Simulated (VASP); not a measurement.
# ZrSi6 (P6/mmm) in VASP: notebook

The runs below take ZrSi6 through single point, relaxation of cell and atoms, with PBE.

Everything below comes from runs of VASP 6.6.1. Logs are shortened: lines on timing, memory, paths and dates and some standing lists are left out, and cuts for length are marked.

## (1) The cell of the first run

Symmetry: P6/mmm, No. 191, hexagonal system. Conventional cell: a = 7.210 Å, b = 7.210 Å, c = 2.692 Å, α = 90.00°, β = 90.00°, γ = 120.00°. Within 3.6 Å of Zr (site symmetry 6/mmm) lie 2 Zr at 2.69 Å and 6 Si at 2.73 Å. Within 3.3 Å of Si (site symmetry mm2) lie 6 Si at 2.48 to 2.73 Å and 1 Zr at 2.73 Å.

## (2) Single point, PBE

INCAR reads:

```
ALGO = Normal
EDIFF = 1E-6
ENCUT = 520
GGA = PE
ISIF = 2
ISMEAR = 0
LASPH = True
LCHARG = False
LREAL = False
LWAVE = False
NBANDS = 27
NELM = 80
PREC = Accurate
SIGMA = 0.1
```

KPOINTS reads:

```
k-points
0
Gamma
  3 3 6
```

POSCAR reads:

```
ZrSi6
1.0
    7.2099580805      0.0000000000      0.0000000000
   -3.6049790403      6.2440068580      0.0000000000
    0.0000000000      0.0000000000      2.6923348942
Zr Si
1 6
Direct
    0.0000000000      0.0000000000      0.0000000000
    0.2185551019      0.7814448981      0.0000000000
    0.2185551019      0.4371102038      0.0000000000
    0.5628897962      0.7814448981      0.0000000000
    0.7814448981      0.2185551019      0.0000000000
    0.7814448981      0.5628897962      0.0000000000
    0.4371102038      0.2185551019      0.0000000000
```

Potentials or basis: VASP PAW PBE potentials, release 64 (Zr_sv, Si).

Command:

```sh
$ cat potpaw_PBE.64/Zr_sv/POTCAR potpaw_PBE.64/Si/POTCAR > POTCAR
$ mpirun -np 1 vasp_std > vasp.out
```

OUTCAR:

```text
EDIFF = 1E-6
   ENCUT = 520
   GGA = PE
   ISIF = 2
   ISMEAR = 0
   LASPH = True
   LREAL = False
   NELM = 80
   PREC = Accurate

 ion  position               nearest neighbor table
   1  0.000  0.000  0.000-   4 2.73   7 2.73   5 2.73   2 2.73   6 2.73   3 2.73
   2  0.219  0.781  0.000-   4 2.48   3 2.48   6 2.73   1 2.73   7 2.73
   3  0.219  0.437  0.000-   4 2.48   2 2.48   5 2.73   7 2.73   1 2.73
   4  0.563  0.781  0.000-   2 2.48   3 2.48   1 2.73   6 2.73   5 2.73
   5  0.781  0.219  0.000-   7 2.48   6 2.48   3 2.73   1 2.73   4 2.73
   6  0.781  0.563  0.000-   7 2.48   5 2.48   2 2.73   4 2.73   1 2.73
   7  0.437  0.219  0.000-   5 2.48   6 2.48   1 2.73   3 2.73   2 2.73

  LATTYP: Found a hexagonal cell.
 ALAT       =     7.2099580805
 C/A-ratio  =     0.3734189387

  Lattice vectors:

 A1 = (   7.2099580805,   0.0000000000,   0.0000000000)
 A2 = (  -3.6049790403,   6.2440068580,   0.0000000000)
 A3 = (   0.0000000000,   0.0000000000,   2.6923348942)

Analysis of symmetry for initial positions (statically):
=====================================================================
 Subroutine PRICEL returns:
 Original cell was already a primitive cell.

 Routine SETGRP: Setting up the symmetry group for a
 hexagonal supercell.

 Subroutine GETGRP returns: Found 24 space group operations
 (whereof 24 operations were pure point group operations)
 out of a pool of 24 trial point group operations.

The static configuration has the point symmetry D_6h.

Analysis of symmetry for dynamics (positions and initial velocities):
=====================================================================
 Subroutine PRICEL returns:
 Original cell was already a primitive cell.

 Routine SETGRP: Setting up the symmetry group for a
 hexagonal supercell.

 Subroutine GETGRP returns: Found 24 space group operations
 (whereof 24 operations were pure point group operations)
 out of a pool of 24 trial point group operations.

The dynamic configuration has the point symmetry D_6h.

 Subroutine INISYM returns: Found 24 space group operations
 (whereof 24 operations are pure point group operations),
 and found     1 'primitive' translations

----------------------------------------------------------------------------------------

                                     Primitive cell

  volume of cell :     121.2063

  direct lattice vectors                    reciprocal lattice vectors
     7.209958080  0.000000000  0.000000000     0.138697062  0.080076786  0.000000000
    -3.604979040  6.244006858  0.000000000     0.000000000  0.160153572  0.000000000
     0.000000000  0.000000000  2.692334894     0.000000000  0.000000000  0.371424819

  length of vectors
     7.209958080  7.209958081  2.692334894     0.160153572  0.160153572  0.371424819

  position of ions in fractional coordinates (direct lattice)
     0.000000000  0.000000000  0.000000000
     0.218555102  0.781444898  0.000000000
     0.218555102  0.437110204  0.000000000
     0.562889796  0.781444898  0.000000000
     0.781444898  0.218555102  0.000000000
     0.781444898  0.562889796  0.000000000
     0.437110204  0.218555102  0.000000000

  ion indices of the primitive-cell ions
   primitive index   ion index
                 1           1
                 2           2
                 3           3
                 4           4
                 5           5
                 6           6
                 7           7

----------------------------------------------------------------------------------------

 KPOINTS: k-points

Automatic generation of k-mesh.
 Grid dimensions read from file:
 generate k-points for:    3    3    6

 Generating k-lattice:

  Cartesian coordinates                     Fractional coordinates (reciprocal lattice)
     0.046232354  0.026692262  0.000000000     0.333333333  0.000000000  0.000000000
     0.000000000  0.053384524  0.000000000     0.000000000  0.333333333  0.000000000
     0.000000000  0.000000000  0.061904136     0.000000000  0.000000000  0.166666667

  Length of vectors
     0.053384524  0.053384524  0.061904136

  Shift w.r.t. Gamma in fractional coordinates (k-lattice)
     0.000000000  0.000000000  0.000000000

 Subroutine IBZKPT returns following result:
 ===========================================

 Found     12 irreducible k-points:

 Following reciprocal coordinates:
            Coordinates               Weight
  0.000000  0.000000  0.000000      1.000000
  0.333333  0.000000  0.000000      6.000000
  0.333333  0.333333  0.000000      2.000000
  0.000000  0.000000  0.166667      2.000000
  0.333333  0.000000  0.166667     12.000000
  0.333333  0.333333  0.166667      4.000000
  0.000000  0.000000  0.333333      2.000000
  0.333333  0.000000  0.333333     12.000000
  0.333333  0.333333  0.333333      4.000000
  0.000000  0.000000  0.500000      1.000000
  0.333333  0.000000  0.500000      6.000000
  0.333333  0.333333  0.500000      2.000000
   k-points           NKPTS =     12   k-points in BZ     NKDIM =     12   number of bands    NBANDS=     27
   number of dos      NEDOS =    301   number of ions     NIONS =      7
   total plane-waves  NPLWV =  58320
   dimension x,y,z NGX =    54 NGY =   54 NGZ =   20
   dimension x,y,z NGXF=   108 NGYF=  108 NGZF=   40
   ions per type =               1   6
   NGX,Y,Z   is equivalent  to a cutoff of  12.45, 12.45, 12.35 a.u.
   NGXF,Y,Z  is equivalent  to a cutoff of  24.90, 24.90, 24.70 a.u.
 SYSTEM =  unknown system
   PREC   = accura    normal or accurate (medium, high low for compatibility)
   ISTART =      0    job   : 0-new  1-cont  2-samecut
   ICHARG =      2    charge: 1-file 2-atom 10-const
   ISPIN  =      1    spin polarized calculation?
   LNONCOLLINEAR =      F non collinear calculations
   LSORBIT =      F    spin-orbit coupling
   LASPH  =      T    aspherical Exc in radial PAW
   ENCUT  =  520.0 eV  38.22 Ry    6.18 a.u.  13.41 13.41  5.01*2*pi/ulx,y,z
   NELM   =     80;   NELMIN=  2; NELMDL= -5     # of ELM steps
   EDIFF  = 0.1E-05   stopping-criterion for ELM
   LREAL  =      F    real-space projection
   EDIFFG = 0.1E-04   stopping-criterion for IOM
   NSW    =      0    number of steps for IOM
   IBRION =     -1    ionic relax: 0-MD 1-quasi-New 2-CG
   NFREE  =      0    steps in history (QN), initial steepest desc. (CG)
   ISIF   =      2    stress and relaxation
   ISYM   =      2    0-nonsym 1-usesym 2-fastsym
   POTIM  = 0.5000    time-step for ionic-motion
   TEBEG  =    0.0;   TEEND  =   0.0 temperature during run
   PSTRESS=    0.0 pullay stress
   NELECT =      36.0000    total number of electrons
   NUPDOWN=      -1.0000    fix difference up-down
   EMIN   =  10.00;   EMAX   =-10.00  energy-range for DOS
   EFERMI =   0.00;   METHOD = LEGACY
   ISMEAR =     0;   SIGMA  =   0.10  broadening in eV -4-tet -1-fermi 0-gaus
   EFERMI_NEDOS =   21; number of points for ismear=-14 and -15
   IALGO  =     38    algorithm
   IMIX   =      4    mixing-type and parameters
     AMIX     =   0.40;   BMIX     =  1.00
     AMIX_MAG =   1.60;   BMIX_MAG =  1.00
  volume/ion in A,a.u.               =      17.32       116.85
  Fermi-wavevector in a.u.,A,eV,Ry     =   1.092280  2.064110 16.232775  1.193075
  Thomas-Fermi vector in A             =   2.228542
   LORBIT       =      0    0 simple, 1 ext, 2 COOP (PROOUT), +10 PAW based schemes
   GGA     = PE    functional components
   LHFCALC =     F    Hartree Fock is set to
   AEXX    =    0.0000 exact exchange contribution
   IVDW    =     0    specifies the selected vdW correction
   LEPSILON=     F    determine dielectric tensor
   LRPA    =     F    only Hartree local field effects (RPA)
 non-spin polarized calculation
 Gauss-broadening in eV      SIGMA  =   0.10
  energy-cutoff  :      520.00
  volume of cell :      121.21
 maximum number of plane-waves:      3298
 NGX is ok and might be reduce to    54
   NGX = 27   NGY = 27   NGZ = 11

 number of electron      36.0000001 magnetization

 Free energy of the ion-electron system (eV)
  ---------------------------------------------------
  ext. energy  EPLUGINS =         0.00000000
  ---------------------------------------------------
  free energy    TOTEN  =       -38.60476902 eV

  energy without entropy =      -38.58092574  energy(sigma->0) =      -38.59284738

 E-fermi :   8.2284     XC(G=0): -10.6640

 val. band max:        8.2233413195   @ k =   0.3333   0.0000   0.1667
 cond. band min:       8.3644566782   @ k =   0.3333   0.3333   0.1667
 fundamental gap:      0.1411153588
 Fermi energy:         8.2284430650

 k-point     1 :       0.0000    0.0000    0.0000
  band No.  band energies     occupation
      1     -40.0578      2.00000
      2     -18.2790      2.00000
      3     -18.2790      2.00000
      4     -16.9659      2.00000
      5      -4.2510      2.00000
      6      -2.0557      2.00000
[... 19 lines left out ...]
     26      14.0871      0.00000
     27      14.7611      0.00000

 k-point     2 :       0.3333    0.0000    0.0000
  band No.  band energies     occupation
      1     -40.0578      2.00000
      2     -18.2792      2.00000
      3     -18.2790      2.00000
      4     -16.9659      2.00000
      5      -3.8904      2.00000
      6      -2.8291      2.00000
[... 19 lines left out ...]
     26      14.2241      0.00000
     27      14.5987      0.00000

 k-point     3 :       0.3333    0.3333    0.0000
  band No.  band energies     occupation
      1     -40.0578      2.00000
      2     -18.2792      2.00000
      3     -18.2792      2.00000
      4     -16.9659      2.00000
      5      -3.3659      2.00000
      6      -3.3659      2.00000
[... 19 lines left out ...]
     26      13.8958      0.00000
     27      14.6150      0.00000

 k-point     4 :       0.0000    0.0000    0.1667
  band No.  band energies     occupation
      1     -39.9819      2.00000
      2     -18.2076      2.00000
      3     -18.2076      2.00000
      4     -17.5435      2.00000
      5      -3.7242      2.00000
      6      -1.5411      2.00000
[... 19 lines left out ...]
     26      12.7228      0.00000
     27      12.7228      0.00000

 k-point     5 :       0.3333    0.0000    0.1667
  band No.  band energies     occupation
      1     -39.9819      2.00000
      2     -18.2077      2.00000
      3     -18.2076      2.00000
      4     -17.5435      2.00000
      5      -3.3686      2.00000
      6      -2.3111      2.00000
[... 19 lines left out ...]
     26      12.3830      0.00000
     27      13.1904      0.00000

 k-point     6 :       0.3333    0.3333    0.1667
  band No.  band energies     occupation
      1     -39.9819      2.00000
      2     -18.2077      2.00000
      3     -18.2077      2.00000
      4     -17.5435      2.00000
      5      -2.8496      2.00000
      6      -2.8496      2.00000
[... 19 lines left out ...]
     26      12.7183      0.00000
     27      12.7183      0.00000

 k-point     7 :       0.0000    0.0000    0.3333
  band No.  band energies     occupation
      1     -39.8256      2.00000
      2     -18.5941      2.00000
      3     -18.0611      2.00000
      4     -18.0611      2.00000
      5      -2.2198      2.00000
      6      -0.0703      2.00000
[... 19 lines left out ...]
     26      10.8449      0.00000
     27      11.4246      0.00000

 k-point     8 :       0.3333    0.0000    0.3333
  band No.  band energies     occupation
      1     -39.8256      2.00000
      2     -18.5941      2.00000
      3     -18.0612      2.00000
      4     -18.0611      2.00000
      5      -1.8736      2.00000
      6      -0.8277      2.00000
[... 19 lines left out ...]
     26      11.7910      0.00000
     27      12.4599      0.00000

 k-point     9 :       0.3333    0.3333    0.3333
  band No.  band energies     occupation
      1     -39.8256      2.00000
      2     -18.5941      2.00000
      3     -18.0612      2.00000
      4     -18.0612      2.00000
      5      -1.3661      2.00000
      6      -1.3661      2.00000
[... 19 lines left out ...]
     26      11.8946      0.00000
     27      11.8946      0.00000

 k-point    10 :       0.0000    0.0000    0.5000
  band No.  band energies     occupation
      1     -39.7451      2.00000
      2     -19.0788      2.00000
      3     -17.9860      2.00000
      4     -17.9860      2.00000
      5      -0.6764      2.00000
      6       1.4279      2.00000
[... 19 lines left out ...]
     26      11.9597      0.00000
     27      12.7390      0.00000

 k-point    11 :       0.3333    0.0000    0.5000
  band No.  band energies     occupation
      1     -39.7451      2.00000
      2     -19.0788      2.00000
      3     -17.9860      2.00000
      4     -17.9860      2.00000
      5      -0.3200      2.00000
      6       0.7025      2.00000
[... 19 lines left out ...]
     26      11.5598      0.00000
     27      12.0177      0.00000

 k-point    12 :       0.3333    0.3333    0.5000
  band No.  band energies     occupation
      1     -39.7451      2.00000
      2     -19.0788      2.00000
      3     -17.9860      2.00000
      4     -17.9860      2.00000
      5       0.1891      2.00000
      6       0.1891      2.00000
[... 19 lines left out ...]
     26      12.0941      0.00000
     27      12.0942      0.00000

------------------------ aborting loop because EDIFF is reached ----------------------------------------

  FORCE on cell =-STRESS in cart. coord.  units (eV):
  Direction    XX          YY          ZZ          XY          YZ          ZX
  --------------------------------------------------------------------------------------
  -------------------------------------------------------------------------------------
  Total       -0.0522327     -0.0522327      0.0880952      0.0000000     -0.0000000      0.0000000
  in kB       -0.6904435     -0.6904435      1.1644957      0.0000000     -0.0000000      0.0000000
  external PRESSURE =      -0.0721304 kB  Pullay stress =       0.0000000 kB

 VOLUME and BASIS-vectors are now :
 -----------------------------------------------------------------------------
  energy-cutoff  :      520.00
  volume of cell :      121.21
      direct lattice vectors                 reciprocal lattice vectors
     7.209958080  0.000000000  0.000000000     0.138697062  0.080076786  0.000000000
    -3.604979040  6.244006858  0.000000000     0.000000000  0.160153572  0.000000000
     0.000000000  0.000000000  2.692334894     0.000000000  0.000000000  0.371424819

 POSITION                                       TOTAL-FORCE (eV/Angst)
 -----------------------------------------------------------------------------------
      0.00000      0.00000      0.00000         0.000000      0.000000      0.000000
     -1.24132      4.87935      0.00000         0.004428     -0.002556      0.000000
     -0.00000      2.72932      0.00000        -0.000000      0.005113     -0.000000
      1.24132      4.87935      0.00000        -0.004428     -0.002556      0.000000
      4.84630      1.36466      0.00000        -0.004428      0.002556     -0.000000
      3.60498      3.51469      0.00000         0.000000     -0.005113      0.000000
      2.36366      1.36466      0.00000         0.004428      0.002556     -0.000000
 -----------------------------------------------------------------------------------
    total drift:                                0.000000      0.000000     -0.000000

  FREE ENERGIE OF THE ION-ELECTRON SYSTEM (eV)
  ---------------------------------------------------
  free  energy   TOTEN  =       -38.6047690213 eV

  energy  without entropy=      -38.5809257400  energy(sigma->0) =      -38.59284738
```

Wall time 50 s (1 thread of Intel Xeon Platinum 8488C (Sapphire Rapids), shared host); peak memory 0.23 GiB.

Results:

```yaml
Free_energy: -38.6048 eV
Pressure: 0.0 GPa
Largest_force: 0.005 eV/Å
Band_gap_on_the_k_mesh: zero (band 18 reaches 9.90 eV, above the bottom of band 19 at 7.67 eV)
```

Forces on the atoms (eV/Å):
```
Zr   0.000  0.000  0.000
Si   0.004 -0.003  0.000
Si   0.000  0.005  0.000
Si  -0.004 -0.003  0.000
Si  -0.004  0.003  0.000
Si   0.000 -0.005  0.000
Si   0.004  0.003  0.000
```

Caveat: the k points lie up to 0.39 Å⁻¹ apart.

[end of part 1 of 3]
